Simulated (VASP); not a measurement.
A run of VASP 6.6.1 is set up as follows.

Contents of INCAR:

```
SYSTEM = Ca2SeO
  ALGO = Normal
  EDIFF = 1E-6
  ENCUT = 520
  GGA = PE
  ISIF = 2
  ISMEAR = -1
  LASPH = .True.
  LCHARG = .False.
  LREAL = .False.
  LWAVE = .False.
  NBANDS = 24
  NELM = 100
  PREC = Accurate
  SIGMA = 0.02
```

Contents of KPOINTS:

```
k-points
0
Gamma
  6 6 4
  0 0 0
```

POSCAR

```
Ca2SeO
1.0
    3.9029948468      0.0000000000      0.0000000000
    0.0000000000      3.9029948468      0.0000000000
    0.0000000000      0.0000000000      5.5256858829
O Ca Se
1 2 1
Direct
    0.0000000000      0.0000000000      0.0000000000
    0.0000000000      0.0000000000      0.5000000000
    0.5000000000      0.5000000000      0.0000000000
    0.5000000000      0.5000000000      0.5000000000
```

Potentials or basis: VASP PAW PBE potentials, release 64 (O, Ca_sv, Se).

Launch:

```console
$ cat potpaw_PBE.64/O/POTCAR potpaw_PBE.64/Ca_sv/POTCAR potpaw_PBE.64/Se/POTCAR > POTCAR
$ mpirun -np 1 vasp_std > vasp.out
```

Task: Estimate the pressure.

Result: 0.2 GPa.

Task: Predict the band gap on the k mesh.

Result: 2.07 eV.

A k mesh can miss the band edges.
